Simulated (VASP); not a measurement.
Input of a VASP 6.6.1 run:

INCAR

```
PREC = Accurate
ENCUT = 520
EDIFF = 1E-6
ISMEAR = 0
SIGMA = 0.02
LREAL = F
LASPH = T
NELM = 60
ALGO = Normal
ISIF = 2
LWAVE = F
LCHARG = T
LDIPOL = T
IDIPOL = 3
DIPOL = 0.5 0.5 0.500
GGA = PE
IVDW = 12
LELF = T
LVHAR = T
LVACPOTAV = T
NBANDS = 28
```

KPOINTS

```
regular mesh
0
Gamma
  6 6 1
```

POSCAR

```
PbO
1.0
    3.6910000000      0.0000000000      0.0000000000
    0.0000000000      3.6910000000      0.0000000000
    0.0000000000      0.0000000000     30.7493267952
Pb O
2 2
Direct
    0.5000000000      0.0000000000      0.4634788752
    0.0000000000      0.5000000000      0.5365211248
    0.0000000000      0.0000000000      0.5000000000
    0.5000000000      0.5000000000      0.5000000000
```

Potentials or basis: VASP PAW PBE potentials, release 64 (Pb_d, O).

Run with:

```bash
$ cat potpaw_PBE.64/Pb_d/POTCAR potpaw_PBE.64/O/POTCAR > POTCAR
$ mpirun -np 1 vasp_std > vasp.out
```

Question: What does it give for the dispersion energy per atom?

Answer: -0.166 eV.

Question: What does it give for the largest force?

Answer: 4.779 eV/Å.

Question: Estimate the band gap on the k mesh.

Answer: 3.12 eV, indirect (least direct gap 3.12 eV).

Forces on the atoms (eV/Å):
```
Pb   0.000  0.000 -4.779
Pb   0.000  0.000  4.779
O    0.000  0.000  0.000
O    0.000  0.000  0.000
```

Caveat: spin-orbit coupling is left out, which moves the levels of the heavy elements.
